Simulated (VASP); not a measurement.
# C (P6_3/mmc) in VASP: relaxation of shape and atoms at fixed volume with PBE+D3(BJ)

Aim: the relaxation of shape and atoms at fixed volume of C with PBE+D3(BJ).

Everything below comes from runs of VASP 6.6.1. Logs are shortened: lines on timing, memory, paths and dates and some standing lists are left out, and cuts for length are marked.

### Step 1. The cell of the first run

The structure is hexagonal, space group P6_3/mmc (No. 194). The conventional cell has a = 2.489 Å, b = 2.489 Å, c = 20.810 Å, α = 90.00°, β = 90.00°, γ = 120.00°. C (site symmetry 3m) has 3 C at 1.44 Å within 1.9 Å. C (site symmetry 3m) has 3 C at 1.44 Å within 1.9 Å. Within 1.9 Å of C (site symmetry -6m2) lie 3 C at 1.44 Å. Within 1.9 Å of C (site symmetry -6m2) lie 3 C at 1.44 Å.

### Step 2. Relaxation of shape and atoms at fixed volume, PBE+D3(BJ) (9.31 Å³/atom)

INCAR reads:

```
SYSTEM = C
ALGO = Normal
EDIFF = 1E-6
EDIFFG = -0.01
ENCUT = 600
GGA = PE
IBRION = 2
ISIF = 4
ISMEAR = 0
IVDW = 12
LASPH = .True.
LCHARG = .False.
LREAL = .False.
LWAVE = .False.
NELM = 80
NSW = 50
PREC = Accurate
SIGMA = 0.1
```

KPOINTS reads:

```
k-points
0
Gamma
  18 18 2
  0 0 0
```

POSCAR reads:

```
C
1.0
    2.4892904081      0.0000000000      0.0000000000
   -1.2446452041      2.1557887308      0.0000000000
    0.0000000000      0.0000000000     20.8101282892
C
12
Direct
    0.6666666667      0.3333333333      0.9519899859
    0.6666666667      0.3333333333      0.4520101788
    0.6666666667      0.3333333333      0.7793231513
    0.6666666667      0.3333333333      0.2793433441
    0.0000000000      0.0000000000      0.6156666650
    0.3333333333      0.6666666667      0.2793231513
    0.0000000000      0.0000000000      0.1156666650
    0.6666666667      0.3333333333      0.6156666650
    0.3333333333      0.6666666667      0.7793433441
    0.3333333333      0.6666666667      0.1156666650
    0.3333333333      0.6666666667      0.4519899859
    0.3333333333      0.6666666667      0.9520101788
```

Potentials or basis: VASP PAW PBE potentials, release 64 (C).

Run with:

```console
> cat potpaw_PBE.64/C/POTCAR > POTCAR
> mpirun -np 1 vasp_std > vasp.out
```

OUTCAR:

```text
SYSTEM = C
   EDIFF = 1E-6
   EDIFFG = -0.01
   ENCUT = 600
   GGA = PE
   IBRION = 2
   ISIF = 4
   ISMEAR = 0
   IVDW = 12
   LASPH = .True.
   LREAL = .False.
   NELM = 80
   NSW = 50
   PREC = Accurate
 IVDW          = 12

 ion  position               nearest neighbor table
   1  0.667  0.333  0.952-  12 1.44  12 1.44  12 1.44
   2  0.667  0.333  0.452-  11 1.44  11 1.44  11 1.44
   3  0.667  0.333  0.779-   9 1.44   9 1.44   9 1.44
   4  0.667  0.333  0.279-   6 1.44   6 1.44   6 1.44
   5  0.000  0.000  0.616-   8 1.44   8 1.44   8 1.44
   6  0.333  0.667  0.279-   4 1.44   4 1.44   4 1.44
   7  0.000  0.000  0.116-  10 1.44  10 1.44  10 1.44
   8  0.667  0.333  0.616-   5 1.44   5 1.44   5 1.44
   9  0.333  0.667  0.779-   3 1.44   3 1.44   3 1.44
  10  0.333  0.667  0.116-   7 1.44   7 1.44   7 1.44
  11  0.333  0.667  0.452-   2 1.44   2 1.44   2 1.44
  12  0.333  0.667  0.952-   1 1.44   1 1.44   1 1.44

  LATTYP: Found a hexagonal cell.
 ALAT       =     2.4892904081
 C/A-ratio  =     8.3598636067

  Lattice vectors:

 A1 = (   2.4892904081,   0.0000000000,   0.0000000000)
 A2 = (  -1.2446452041,   2.1557887308,   0.0000000000)
 A3 = (   0.0000000000,   0.0000000000,  20.8101282892)

Analysis of symmetry for initial positions (statically):
=====================================================================
 Subroutine PRICEL returns:
 Original cell was already a primitive cell.

 Routine SETGRP: Setting up the symmetry group for a
 hexagonal supercell.

 Subroutine GETGRP returns: Found 24 space group operations
 (whereof  6 operations were pure point group operations)
 out of a pool of 24 trial point group operations.

The static configuration has the point symmetry C_3v.
 The point group associated with its full space group is D_6h.

Analysis of symmetry for dynamics (positions and initial velocities):
=====================================================================
 Subroutine PRICEL returns:
 Original cell was already a primitive cell.

 Routine SETGRP: Setting up the symmetry group for a
 hexagonal supercell.

 Subroutine GETGRP returns: Found 24 space group operations
 (whereof  6 operations were pure point group operations)
 out of a pool of 24 trial point group operations.

The dynamic configuration has the point symmetry C_3v.
 The point group associated with its full space group is D_6h.

 Subroutine INISYM returns: Found 24 space group operations
 (whereof  6 operations are pure point group operations),
 and found     1 'primitive' translations

----------------------------------------------------------------------------------------

                                     Primitive cell

  volume of cell :     111.6751

  direct lattice vectors                    reciprocal lattice vectors
     2.489290408  0.000000000  0.000000000     0.401720907  0.231933674  0.000000000
    -1.244645204  2.155788731  0.000000000     0.000000000  0.463867347  0.000000000
     0.000000000  0.000000000 20.810128289     0.000000000  0.000000000  0.048053524

  length of vectors
     2.489290408  2.489290408 20.810128289     0.463867347  0.463867347  0.048053524

  position of ions in fractional coordinates (direct lattice)
     0.666666667  0.333333333  0.951989986
     0.666666667  0.333333333  0.452010179
     0.666666667  0.333333333  0.779323151
     0.666666667  0.333333333  0.279343344
     0.000000000  0.000000000  0.615666665
     0.333333333  0.666666667  0.279323151
     0.000000000  0.000000000  0.115666665
     0.666666667  0.333333333  0.615666665
     0.333333333  0.666666667  0.779343344
     0.333333333  0.666666667  0.115666665
     0.333333333  0.666666667  0.451989986
     0.333333333  0.666666667  0.952010179

  ion indices of the primitive-cell ions
   primitive index   ion index
                 1           1
                 2           2
                 3           3
                 4           4
                 5           5
                 6           6
                 7           7
                 8           8
                 9           9
                10          10
                11          11
                12          12

----------------------------------------------------------------------------------------

 KPOINTS: k-points

Automatic generation of k-mesh.
 Grid dimensions read from file:
 generate k-points for:   18   18    2

 Generating k-lattice:

  Cartesian coordinates                     Fractional coordinates (reciprocal lattice)
     0.022317828  0.012885204  0.000000000     0.055555556  0.000000000  0.000000000
     0.000000000  0.025770408  0.000000000     0.000000000  0.055555556  0.000000000
     0.000000000  0.000000000  0.024026762     0.000000000  0.000000000  0.500000000

  Length of vectors
     0.025770408  0.025770408  0.024026762

  Shift w.r.t. Gamma in fractional coordinates (k-lattice)
     0.000000000  0.000000000  0.000000000

 Subroutine IBZKPT returns following result:
 ===========================================

 Found     74 irreducible k-points:

 Following reciprocal coordinates:
            Coordinates               Weight
  0.000000  0.000000  0.000000      1.000000
  0.055556  0.000000  0.000000      6.000000
  0.111111  0.000000  0.000000      6.000000
  0.166667  0.000000  0.000000      6.000000
  0.222222  0.000000  0.000000      6.000000
  0.277778  0.000000  0.000000      6.000000
[... 16 lines left out ...]
  0.333333  0.111111  0.000000     12.000000
  0.388889  0.111111  0.000000     12.000000
 [... further k-points ...]
   k-points           NKPTS =     74   k-points in BZ     NKDIM =     74   number of bands    NBANDS=     31
   number of dos      NEDOS =    301   number of ions     NIONS =     12
   total plane-waves  NPLWV =  67200
   dimension x,y,z NGX =    20 NGY =   20 NGZ =  168
   dimension x,y,z NGXF=    40 NGYF=   40 NGZF=  336
   ions per type =              12
   NGX,Y,Z   is equivalent  to a cutoff of  13.36, 13.36, 13.42 a.u.
   NGXF,Y,Z  is equivalent  to a cutoff of  26.71, 26.71, 26.84 a.u.
 SYSTEM =  C
   PREC   = accura    normal or accurate (medium, high low for compatibility)
   ISTART =      0    job   : 0-new  1-cont  2-samecut
   ICHARG =      2    charge: 1-file 2-atom 10-const
   ISPIN  =      1    spin polarized calculation?
   LNONCOLLINEAR =      F non collinear calculations
   LSORBIT =      F    spin-orbit coupling
   LASPH  =      T    aspherical Exc in radial PAW
   ENCUT  =  600.0 eV  44.10 Ry    6.64 a.u.   4.97  4.97 41.56*2*pi/ulx,y,z
   NELM   =     80;   NELMIN=  2; NELMDL= -5     # of ELM steps
   EDIFF  = 0.1E-05   stopping-criterion for ELM
   LREAL  =      F    real-space projection
   EDIFFG = -.1E-01   stopping-criterion for IOM
   NSW    =     50    number of steps for IOM
   IBRION =      2    ionic relax: 0-MD 1-quasi-New 2-CG
   NFREE  =      1    steps in history (QN), initial steepest desc. (CG)
   ISIF   =      4    stress and relaxation
   ISYM   =      2    0-nonsym 1-usesym 2-fastsym
   POTIM  = 0.5000    time-step for ionic-motion
   TEBEG  =    0.0;   TEEND  =   0.0 temperature during run
   PSTRESS=    0.0 pullay stress
   NELECT =      48.0000    total number of electrons
   NUPDOWN=      -1.0000    fix difference up-down
   EMIN   =  10.00;   EMAX   =-10.00  energy-range for DOS
   EFERMI =   0.00;   METHOD = LEGACY
   ISMEAR =     0;   SIGMA  =   0.10  broadening in eV -4-tet -1-fermi 0-gaus
   EFERMI_NEDOS =   21; number of points for ismear=-14 and -15
   IALGO  =     38    algorithm
   IMIX   =      4    mixing-type and parameters
     AMIX     =   0.40;   BMIX     =  1.00
     AMIX_MAG =   1.60;   BMIX_MAG =  1.00
  volume/ion in A,a.u.               =       9.31        62.80
  Fermi-wavevector in a.u.,A,eV,Ry     =   1.235482  2.334722 20.768146  1.526416
  Thomas-Fermi vector in A             =   2.370130
   LORBIT       =      0    0 simple, 1 ext, 2 COOP (PROOUT), +10 PAW based schemes
   GGA     = PE    functional components
   LHFCALC =     F    Hartree Fock is set to
   AEXX    =    0.0000 exact exchange contribution
   IVDW    =    12    specifies the selected vdW correction
   LEPSILON=     F    determine dielectric tensor
   LRPA    =     F    only Hartree local field effects (RPA)
 conjugate gradient relaxation of ions
 non-spin polarized calculation
 Gauss-broadening in eV      SIGMA  =   0.10
  energy-cutoff  :      600.00
  volume of cell :      111.68
 maximum number of plane-waves:      3789
 NGX is ok and might be reduce to    20
   NGX =  9   NGY =  9   NGZ = 83

--------------------------------------- Ionic step        1  -------------------------------------------

 number of electron      48.0000002 magnetization

 Free energy of the ion-electron system (eV)
  ---------------------------------------------------
  ext. energy  EPLUGINS =         0.00000000
  ---------------------------------------------------
  free energy    TOTEN  =      -110.53661416 eV

  energy without entropy =     -110.53521344  energy(sigma->0) =     -110.53591380

 E-fermi :   4.2177     XC(G=0): -10.0303

 val. band max:        4.2172681101   @ k =   0.3333   0.3333   0.0000
 cond. band min:       4.2239859555   @ k =   0.3333   0.3333   0.5000
 fundamental gap:      0.0067178454
 Fermi energy:         4.2176955472

 k-point     1 :       0.0000    0.0000    0.0000
  band No.  band energies     occupation
      1     -15.1711      2.00000
      2     -15.1286      2.00000
      3     -15.0984      2.00000
      4     -15.0103      2.00000
      5     -14.9765      2.00000
      6     -14.9307      2.00000
[... 23 lines left out ...]
     30      12.3621      0.00000
     31      12.3791      0.00000
[... 858 lines left out ...]
 POSITION                                       TOTAL-FORCE (eV/Angst)
 -----------------------------------------------------------------------------------
      1.23177      0.71116     20.22731        -0.000000     -0.000000      0.002337
      1.23177      0.71116      9.60404        -0.000000     -0.000000     -0.000922
      1.23177      0.71116     16.55854        -0.000000     -0.000000      0.000922
      1.23177      0.71116      5.93526        -0.000000     -0.000000     -0.002337
      1.23177      2.13349     13.08129        -0.000000     -0.000000      0.000000
     -0.00000      1.42233      5.93486        -0.000000      0.000000      0.000922
     -1.23177      2.13349      2.45761         0.000000      0.000000      0.000000
      1.23177      0.71116     13.08129        -0.000000      0.000000      0.000000
     -0.00000      1.42233     16.55894         0.000000      0.000000     -0.002337
     -0.00000      1.42233      2.45761         0.000000      0.000000      0.000000
     -0.00000      1.42233      9.60363         0.000000     -0.000000      0.002337
     -0.00000      1.42233     20.22771        -0.000000     -0.000000     -0.000922
 -----------------------------------------------------------------------------------
    total drift:                                0.000000      0.000000     -0.000044

  FREE ENERGIE OF THE ION-ELECTRON SYSTEM (eV)
  ---------------------------------------------------
  free  energy   TOTEN  =      -112.3979420481 eV

  energy  without entropy=     -112.3965150282  energy(sigma->0) =     -112.39722854

--------------------------------------- Ionic step        3  -------------------------------------------

 number of electron      47.9999999 magnetization

 Free energy of the ion-electron system (eV)
  ---------------------------------------------------
  ext. energy  EPLUGINS =         0.00000000
  ---------------------------------------------------
  free energy    TOTEN  =      -110.63458781 eV

  energy without entropy =     -110.63316651  energy(sigma->0) =     -110.63387716

 E-fermi :   4.2259     XC(G=0):  -9.9612

 val. band max:        4.2254201659   @ k =   0.3333   0.3333   0.0000
 cond. band min:       4.2309189301   @ k =   0.3333   0.3333   0.5000
 fundamental gap:      0.0054987643
 Fermi energy:         4.2259486738

 k-point     1 :       0.0000    0.0000    0.0000
  band No.  band energies     occupation
      1     -15.3610      2.00000
      2     -15.3247      2.00000
      3     -15.2982      2.00000
      4     -15.2234      2.00000
      5     -15.1938      2.00000
      6     -15.1552      2.00000
[... 23 lines left out ...]
     30      12.5291      0.00000
     31      12.5356      0.00000
[... 808 lines left out ...]
 POSITION                                       TOTAL-FORCE (eV/Angst)
 -----------------------------------------------------------------------------------
      1.23373      0.71230     20.16312        -0.000000      0.000000      0.002082
      1.23373      0.71230      9.57356         0.000000     -0.000000     -0.000821
      1.23373      0.71230     16.50599         0.000000     -0.000000      0.000821
      1.23373      0.71230      5.91644        -0.000000      0.000000     -0.002082
      0.00000      0.00000     13.03978        -0.000000      0.000000      0.000000
     -0.00000      1.42459      5.91603        -0.000000     -0.000000      0.000821
      0.00000      0.00000      2.44981         0.000000     -0.000000     -0.000000
      1.23373      0.71230     13.03978        -0.000000      0.000000      0.000000
     -0.00000      1.42459     16.50640         0.000000     -0.000000     -0.002082
     -0.00000      1.42459      2.44981         0.000000      0.000000      0.000000
     -0.00000      1.42459      9.57315         0.000000     -0.000000      0.002082
     -0.00000      1.42459     20.16352        -0.000000      0.000000     -0.000821
 -----------------------------------------------------------------------------------
    total drift:                                0.000000      0.000000     -0.000042

  FREE ENERGIE OF THE ION-ELECTRON SYSTEM (eV)
  ---------------------------------------------------
  free  energy   TOTEN  =      -112.4002010890 eV

  energy  without entropy=     -112.3987797923  energy(sigma->0) =     -112.39949044

 reached required accuracy - stopping structural energy minimisation
```

It took 4.3 min on 1 thread of Intel Xeon 6975P-C (Granite Rapids), shared host; peak memory 0.38 GiB.

Results:

```
Free energy                : -112.4002 eV
Energy gained by relaxing  : 5.8 meV/atom
Ionic steps                : 3
Pressure after relaxing    : -1.0 GPa
Band gap on the k mesh     : zero (filled and empty bands touch)
Dispersion energy per atom : -0.147 eV
```

Forces on the atoms (eV/Å):
```
C    0.000  0.000  0.002
C    0.000  0.000 -0.001
C    0.000  0.000  0.001
C    0.000  0.000 -0.002
C    0.000  0.000  0.000
C    0.000  0.000  0.001
C    0.000  0.000  0.000
C    0.000  0.000  0.000
C    0.000  0.000 -0.002
C    0.000  0.000  0.000
C    0.000  0.000  0.002
C    0.000  0.000 -0.001
```

The path:
```
step  energy change (eV)  largest force (eV/Å)  pressure (GPa)  volume (Å³)
   1              0.0000                0.0009           -7.99       111.68
   2             -0.0670                0.0023            0.24       111.68
   3             -0.0692                0.0021           -1.05       111.68
```

Final structure:
```
CELL_PARAMETERS angstrom
2.46746 0.00000 0.00000
-1.23373 2.13689 0.00000
0.00000 0.00000 21.17993
ATOMIC_POSITIONS crystal
C 0.66667 0.33333 0.95199
C 0.66667 0.33333 0.45201
C 0.66667 0.33333 0.77932
C 0.66667 0.33333 0.27934
C 0.00000 0.00000 0.61567
C 0.33333 0.66667 0.27932
C 0.00000 0.00000 0.11567
C 0.66667 0.33333 0.61567
C 0.33333 0.66667 0.77934
C 0.33333 0.66667 0.11567
C 0.33333 0.66667 0.45199
C 0.33333 0.66667 0.95201
```
